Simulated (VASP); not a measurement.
## Pd: single point with PBE

Pd:

```
Pd
1.0
     4.09383    0.00000    0.00000
    -2.04691    3.54536    0.00000
     0.00000    0.00000    2.43363
Pd
3
Cartesian
  0.0000 0.0000 0.0000
  0.0000 2.3636 1.2168
  2.0469 1.1818 1.2168
```

This cell differs from its parent crystal: volume scaled by 0.75.

```yaml
Program: VASP 6.6.1
Task: single point
Functional: PBE
Potentials_or_basis: VASP PAW PBE potentials, release 64 (Pd)
Cutoff: 520 eV
k_mesh: 9 × 9 × 12
Occupations: fermi-dirac, width 0.1 eV
Spin: no spin polarisation
```

```json
{
 "Pressure": "97.9 GPa",
 "Band gap on the k mesh": "zero (band 15 reaches 15.31 eV, above the bottom of band 16 at 13.81 eV)"
}
```

Stress tensor (GPa, compression positive):
```
97.85  0.00  0.00
 0.00 97.85  0.00
 0.00  0.00 98.13
```

Levels at points of the mesh, in eV from the Fermi level:
| k point | band 11 | band 12 | band 13 | band 14 | band 15 | band 16 | band 17 | band 18 | band 19 | band 20 |
| --- | --- | --- | --- | --- | --- | --- | --- | --- | --- | --- |
| (0.00, 0.00, 0.00) | -2.34 | -2.34 | -2.17 | -2.17 | 0.27 | 0.27 | 8.90 | 8.90 | 8.95 | 8.95 |
| (0.00, 0.00, 0.50) | -0.73 | -0.73 | -0.25 | -0.25 | 1.16 | 3.11 | 4.17 | 10.72 | 11.43 | 11.43 |

Run time: 24 s on 1 thread of Intel(R) Xeon(R) 6975P-C (Granite Rapids), on a shared host, peak memory 0.17 GiB.
